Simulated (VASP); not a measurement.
The system is Cr.

```
Cr
1.0
     2.39282    0.00000    0.00000
     0.00000    2.39282    0.00000
     0.00000    0.00000    2.39282
Cr
1
Direct
  0.00000 0.00000 0.00000
```

```yaml
Program: VASP 6.6.1
Task: relaxation of cell and atoms
Functional: PBEsol
Potentials_or_basis: VASP PAW PBE potentials, release 64 (Cr_pv)
Cutoff: 600 eV
k_mesh: 8 × 8 × 8
Occupations: gaussian, width 0.1 eV
Spin: no spin polarisation
```

At the start: pressure -17.1 GPa; volume 13.70 Å³/atom.

How do energy, volume and symmetry change on relaxing?

Over 4 steps the energy falls by 76.4 meV/atom and the volume is 12.39 Å³/atom (-9.6 %); space group Pm-3m (No. 221, to 0.05 Å).

Step by step:
```tsv
step	energy change (eV)	largest force (eV/Å)	pressure (GPa)	volume (Å³)
1	0.0000	0.0000	-17.07	13.70
2	0.0485	0.0000	32.14	11.00
3	-0.0763	0.0000	-0.63	12.42
4	-0.0764	0.0000	0.03	12.39
```

Final structure:
```
Cr
1.0
     2.31388    0.00000    0.00000
     0.00000    2.31388    0.00000
     0.00000    0.00000    2.31388
Cr
1
Direct
  0.00000 0.00000 0.00000
```

Caveat: the PAW data sets were made with another functional, which shifts forces and pressure a little; the run has no spin polarisation, though such a crystal can be magnetic.
